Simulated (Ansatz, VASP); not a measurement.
One calculation of Hf3Pd, two programs

```
CELL_PARAMETERS angstrom
4.33113 0.00000 0.00000
0.00000 4.33113 0.00000
0.00000 0.00000 4.33113
ATOMIC_POSITIONS crystal
Hf 0.00000 0.50000 0.50000
Hf 0.50000 0.00000 0.50000
Hf 0.50000 0.50000 0.00000
Pd 0.00000 0.00000 0.00000
```

Alike in both runs: functional PBE; k mesh 4 × 4 × 4; occupations gaussian, width 0.1 eV; no spin polarisation.

Ansatz relaxed the structure, and its values are those at the end. VASP's run is a single point on that final structure, the one shown.

|  | VASP | Ansatz |
| --- | --- | --- |
| version | VASP 6.6.1 | Ansatz 0.2.0 |
| potentials or method | VASP PAW PBE potentials, release 64 (Hf_pv, Pd), cutoff 520 eV | scalar-relativistic, plane waves, PAW |
| valence electrons in the cell | 40 | 96 |

VASP gave:

| Quantity | Value |
| --- | --- |
| gap on the k mesh at the Fermi level (eV) | none |
| pressure (GPa) | -0.8 |

Q: Which values does Ansatz return?

A: gap on the k mesh at the Fermi level (eV): none; pressure (GPa): -0.3.

A gap of «none» marks a metal or a gap that the smearing closes. VASP's potentials hold 40 valence electrons a cell and Ansatz's 96, so a difference there can come from the potentials and not from the codes.

The k mesh is coarse, so the values compare programs but aren't converged. Neither program's run includes spin-orbit coupling.
